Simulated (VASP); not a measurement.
# EuS (Fm-3m) in VASP: electric field gradients with PBE

Aim: the electric field gradients of EuS with PBE.

Everything below comes from runs of VASP 6.6.1. Logs are shortened: lines on timing, memory, paths and dates and some standing lists are left out, and cuts for length are marked.

**Experimental background.**

“Crystal-field mediated electronic transitions of EuS up to 35 GPa”, 2022, pmc:8786971 reports, for a powder of EuS at 300 K: band gap 1.72 eV (optical).

How close the calculation comes is told below.

**1. The cell of the first run**

It takes space group Fm-3m (No. 225, cubic). The conventional cell has a = 5.850 Å, b = 5.850 Å, c = 5.850 Å, α = 90.00°, β = 90.00°, γ = 90.00°. Within 3.9 Å of Eu (site symmetry m-3m) lie 6 S at 2.93 Å. Within 3.9 Å of S (site symmetry m-3m) lie 6 Eu at 2.93 Å.

**2. Electric field gradients, PBE, collinear spin, ferromagnetic start**

Contents of INCAR:

```
SYSTEM = EuS
PREC = Accurate
ENCUT = 520
EDIFF = 1E-8
ISMEAR = 0
SIGMA = 0.05
LREAL = .False.
LASPH = .True.
NELM = 200
ALGO = Normal
ISIF = 2
LWAVE = .False.
LCHARG = .False.
ISPIN = 2
MAGMOM = 7.4 0
LORBIT = 11
LMAXMIX = 6
GGA = PE
LEFG = .True.
NBANDS = 22
GGA_COMPAT = .False.
```

Contents of KPOINTS:

```
Automatic mesh
0
Gamma
  10 10 10
  0 0 0
```

Contents of POSCAR:

```
EuS
1.0
    0.0000000000      2.9252338572      2.9252338572
    2.9252338572      0.0000000000      2.9252338572
    2.9252338572      2.9252338572      0.0000000000
Eu S
1 1
Direct
    0.0000000000      0.0000000000      0.0000000000
    0.5000000000      0.5000000000      0.5000000000
```

Potentials or basis: VASP PAW PBE potentials, release 64 (Eu, S).

Command:

```
$ cat potpaw_PBE.64/Eu/POTCAR potpaw_PBE.64/S/POTCAR > POTCAR
$ mpirun -np 1 vasp_std > vasp.out
```

OUTCAR:

```text
SYSTEM = EuS
   PREC = Accurate
   ENCUT = 520
   EDIFF = 1E-8
   ISMEAR = 0
   LREAL = .False.
   LASPH = .True.
   NELM = 200
   ISIF = 2
   ISPIN = 2
   LORBIT = 11
   GGA = PE

 ion  position               nearest neighbor table
   1  0.000  0.000  0.000-   2 2.93   2 2.93   2 2.93   2 2.93   2 2.93   2 2.93
   2  0.500  0.500  0.500-   1 2.93   1 2.93   1 2.93   1 2.93   1 2.93   1 2.93

  LATTYP: Found a face centered cubic cell.
 ALAT       =     5.8504677144

  Lattice vectors:

 A1 = (   0.0000000000,   2.9252338572,   2.9252338572)
 A2 = (   2.9252338572,   0.0000000000,   2.9252338572)
 A3 = (   2.9252338572,   2.9252338572,   0.0000000000)

Analysis of symmetry for initial positions (statically):
=====================================================================
 Subroutine PRICEL returns:
 Original cell was already a primitive cell.

 Routine SETGRP: Setting up the symmetry group for a
 face centered cubic supercell.

 Subroutine GETGRP returns: Found 48 space group operations
 (whereof 48 operations were pure point group operations)
 out of a pool of 48 trial point group operations.

The static configuration has the point symmetry O_h .

Analysis of symmetry for dynamics (positions and initial velocities):
=====================================================================
 Subroutine PRICEL returns:
 Original cell was already a primitive cell.

 Routine SETGRP: Setting up the symmetry group for a
 face centered cubic supercell.

 Subroutine GETGRP returns: Found 48 space group operations
 (whereof 48 operations were pure point group operations)
 out of a pool of 48 trial point group operations.

The dynamic configuration has the point symmetry O_h .

Analysis of structural, dynamic, and magnetic symmetry:
=====================================================================
 Subroutine PRICEL returns:
 Original cell was already a primitive cell.

 Routine SETGRP: Setting up the symmetry group for a
 face centered cubic supercell.

 Subroutine GETGRP returns: Found 48 space group operations
 (whereof 48 operations were pure point group operations)
 out of a pool of 48 trial point group operations.

The overall configuration has the point symmetry O_h .

 Subroutine INISYM returns: Found 48 space group operations
 (whereof 48 operations are pure point group operations),
 and found     1 'primitive' translations

----------------------------------------------------------------------------------------

                                     Primitive cell

  volume of cell :      50.0624

  direct lattice vectors                    reciprocal lattice vectors
     0.000000000  2.925233857  2.925233857    -0.170926505  0.170926505  0.170926505
     2.925233857  0.000000000  2.925233857     0.170926505 -0.170926505  0.170926505
     2.925233857  2.925233857  0.000000000     0.170926505  0.170926505 -0.170926505

  length of vectors
     4.136905394  4.136905394  4.136905394     0.296053391  0.296053391  0.296053391

  position of ions in fractional coordinates (direct lattice)
     0.000000000  0.000000000  0.000000000
     0.500000000  0.500000000  0.500000000

  ion indices of the primitive-cell ions
   primitive index   ion index
                 1           1
                 2           2

----------------------------------------------------------------------------------------

 KPOINTS: Automatic mesh

Automatic generation of k-mesh.
 Grid dimensions read from file:
 generate k-points for:   10   10   10

 Generating k-lattice:
[... 60 lines left out ...]
   ENCUT  =  520.0 eV  38.22 Ry    6.18 a.u.   7.69  7.69  7.69*2*pi/ulx,y,z
   NELM   =    200;   NELMIN=  2; NELMDL= -5     # of ELM steps
   EDIFF  = 0.1E-07   stopping-criterion for ELM
   LREAL  =      F    real-space projection
   EDIFFG = 0.1E-06   stopping-criterion for IOM
   NSW    =      0    number of steps for IOM
   IBRION =     -1    ionic relax: 0-MD 1-quasi-New 2-CG
   NFREE  =      0    steps in history (QN), initial steepest desc. (CG)
   ISIF   =      2    stress and relaxation
   ISYM   =      2    0-nonsym 1-usesym 2-fastsym
   POTIM  = 0.5000    time-step for ionic-motion
   TEBEG  =    0.0;   TEEND  =   0.0 temperature during run
   PSTRESS=    0.0 pullay stress
   NELECT =      23.0000    total number of electrons
   NUPDOWN=      -1.0000    fix difference up-down
   EMIN   =  10.00;   EMAX   =-10.00  energy-range for DOS
   EFERMI =   0.00;   METHOD = LEGACY
   ISMEAR =     0;   SIGMA  =   0.05  broadening in eV -4-tet -1-fermi 0-gaus
   EFERMI_NEDOS =   21; number of points for ismear=-14 and -15
   IALGO  =     38    algorithm
   IMIX   =      4    mixing-type and parameters
     AMIX     =   0.40;   BMIX     =  1.00
     AMIX_MAG =   1.60;   BMIX_MAG =  1.00
  volume/ion in A,a.u.               =      25.03       168.92
  Fermi-wavevector in a.u.,A,eV,Ry     =   1.263223  2.387146 21.711273  1.595734
  Thomas-Fermi vector in A             =   2.396591
   LORBIT       =     11    0 simple, 1 ext, 2 COOP (PROOUT), +10 PAW based schemes
   GGA     = PE    functional components
   LHFCALC =     F    Hartree Fock is set to
   AEXX    =    0.0000 exact exchange contribution
   IVDW    =     0    specifies the selected vdW correction
   LEPSILON=     F    determine dielectric tensor
   LRPA    =     F    only Hartree local field effects (RPA)
 spin polarized calculation
 Gauss-broadening in eV      SIGMA  =   0.05
  energy-cutoff  :      520.00
  volume of cell :       50.06
 maximum number of plane-waves:      1365
   NGX = 15   NGY = 15   NGZ = 15

 number of electron      22.9999993 magnetization       6.9727743

 Free energy of the ion-electron system (eV)
  ---------------------------------------------------
  ext. energy  EPLUGINS =         0.00000000
  ---------------------------------------------------
  free energy    TOTEN  =       -19.92367092 eV

  energy without entropy =      -19.92246179  energy(sigma->0) =      -19.92306635

 E-fermi :   4.6037     XC(G=0):  -9.8979

 val. band max:        4.5722362110   @ k =   0.2000   0.2000   0.0000
 cond. band min:       4.6114499304   @ k =   0.1000   0.0000   0.0000
 fundamental gap:      0.0392137194
 Fermi energy:         4.6036708336

 spin component 1

 k-point     1 :       0.0000    0.0000    0.0000
  band No.  band energies     occupation
      1     -36.8219      1.00000
      2     -15.5179      1.00000
      3     -15.5179      1.00000
      4     -15.5179      1.00000
      5      -9.0067      1.00000
      6       1.8091      1.00000
[... 589 lines left out ...]
     21      10.8547      0.00000
     22      11.8862      0.00000

 [... further k-points ...]

 spin component 2

 k-point     1 :       0.0000    0.0000    0.0000
  band No.  band energies     occupation
      1     -33.7523      1.00000
      2     -13.2685      1.00000
      3     -13.2685      1.00000
      4     -13.2685      1.00000
      5      -8.9887      1.00000
      6       1.9872      1.00000
[... 589 lines left out ...]
     21      11.7332      0.00000
     22      12.6993      0.00000

 [... further k-points ...]

------------------------ aborting loop because EDIFF is reached ----------------------------------------

  FORCE on cell =-STRESS in cart. coord.  units (eV):
  Direction    XX          YY          ZZ          XY          YZ          ZX
  --------------------------------------------------------------------------------------
  -------------------------------------------------------------------------------------
  Total       -0.0945567     -0.0945567     -0.0945567      0.0000000     -0.0000000      0.0000000
  in kB       -3.0261538     -3.0261538     -3.0261538      0.0000000     -0.0000000      0.0000000
  external PRESSURE =      -3.0261538 kB  Pullay stress =       0.0000000 kB

 VOLUME and BASIS-vectors are now :
 -----------------------------------------------------------------------------
  energy-cutoff  :      520.00
  volume of cell :       50.06
      direct lattice vectors                 reciprocal lattice vectors
     0.000000000  2.925233857  2.925233857    -0.170926505  0.170926505  0.170926505
     2.925233857  0.000000000  2.925233857     0.170926505 -0.170926505  0.170926505
     2.925233857  2.925233857  0.000000000     0.170926505  0.170926505 -0.170926505

 POSITION                                       TOTAL-FORCE (eV/Angst)
 -----------------------------------------------------------------------------------
      0.00000      0.00000      0.00000        -0.000000      0.000000     -0.000000
      2.92523      2.92523      2.92523         0.000000     -0.000000      0.000000
 -----------------------------------------------------------------------------------
    total drift:                                0.000000     -0.000000     -0.000000

  FREE ENERGIE OF THE ION-ELECTRON SYSTEM (eV)
  ---------------------------------------------------
  free  energy   TOTEN  =       -19.9236709208 eV

  energy  without entropy=      -19.9224617872  energy(sigma->0) =      -19.92306635

 Electric field gradients (V/A^2)
---------------------------------------------------------------------
 ion       V_xx      V_yy      V_zz      V_xy      V_xz      V_yz
---------------------------------------------------------------------
   1      -0.000     0.000    -0.000    -0.000    -0.000    -0.000
   2       0.000     0.000     0.000    -0.000    -0.000    -0.000
---------------------------------------------------------------------

 Electric field gradients after diagonalization (V/A^2)
 (convention: |V_zz| > |V_xx| > |V_yy|)
----------------------------------------------------------------------
 ion       V_xx      V_yy      V_zz     asymmetry (V_yy - V_xx)/ V_zz
----------------------------------------------------------------------
   1       0.000     0.000    -0.001       0.000
   2       0.000     0.000    -0.000       0.000
----------------------------------------------------------------------

           NMR quadrupolar parameters

 Cq : quadrupolar parameter    Cq=e*Q*V_zz/h
 eta: asymmetry parameters     (V_yy - V_xx)/ V_zz
 Q  : nuclear electric quadrupole moment in mb (millibarn)
----------------------------------------------------------------------
 ion       Cq(MHz)       eta       Q (mb)
----------------------------------------------------------------------
   1      -0.000       0.000       1.000
   2      -0.000       0.000       1.000
----------------------------------------------------------------------

 total charge

# of ion       s       p       d       f       tot
--------------------------------------------------
    1        2.029   5.759   0.342   6.631  14.762
    2        1.317   2.446   0.000   0.000   3.763
--------------------------------------------------
tot          3.346   8.206   0.342   6.631  18.525

 magnetization (x)

# of ion       s       p       d       f       tot
--------------------------------------------------
    1       -0.014  -0.112   0.102   6.596   6.571
    2       -0.008  -0.069   0.000   0.000  -0.076
--------------------------------------------------
tot         -0.022  -0.181   0.102   6.596   6.495
```

Wall time 4.6 min (1 thread of AMD EPYC 7R43 (Zen 3), shared host); peak memory 0.22 GiB.

What came out:

```yaml
Free_energy: -19.9237 eV
Pressure: -0.3 GPa
Band_gap_on_the_k_mesh: zero (filled and empty bands overlap)
Net_moment: 6.97 μB per cell
Site_moments: Eu +6.57; S -0.08 μB
Largest_electric_field_gradient_by_atom: under 0.05 V/Å² on every atom
Valence_electrons_inside_the_program's_atomic_spheres: Eu 14.76; S 3.76
```

Levels at points of the mesh, in eV from the Fermi level:
Spin up:
```csv
k point,band 13,band 14,band 15,band 16,band 17,band 18
"(0.00, 0.00, 0.00)",0.13,0.13,0.13,1.04,1.04,1.04
"(0.50, 0.00, 0.00)",-0.28,-0.24,-0.23,3.10,3.39,3.81
"(0.50, 0.50, 0.00)",-0.30,-0.25,-0.04,-0.04,3.17,3.53
```
Spin down:
```tsv
k point	band 5	band 6	band 7	band 8	band 9	band 10	band 11	band 12
(0.00, 0.00, 0.00)	-13.59	-2.62	-2.62	-2.62	1.77	1.82	1.82	1.82
(0.50, 0.00, 0.00)	-12.47	-5.28	-3.85	-3.85	2.92	4.08	4.08	4.23
(0.50, 0.50, 0.00)	-13.23	-3.74	-2.95	-2.95	-0.27	4.04	4.26	4.26
```

Caveat: spin-orbit coupling is left out, which moves the levels of the heavy elements; a cell with one magnetic atom can't hold antiferromagnetic order, which such compounds often take; semilocal functionals describe open f shells poorly, which spoils levels, moments and volumes.

**3. Against experiment**

Step 2. Against the measured gap of EuS, 1.72 eV (optical; 300 K; powder; “Crystal-field mediated electronic transitions of EuS up to 35 GPa”, 2022, pmc:8786971), the calculated 0.00 eV is off by -1.72 eV. So large a miss can be the level of theory's own, or it may mean another phase, state or a wrong row. Spin-orbit coupling on Eu is left out. The value is that of PBE on a finite k mesh, which can miss the band edges, without temperature or zero-point motion. Semilocal functionals fall short of measured gaps as a rule. The run's magnetic order (collinear spin, ferromagnetic start) needn't be the measured crystal's.

The gap in the log of VASP goes by the Fermi energy; the results here count the filled bands.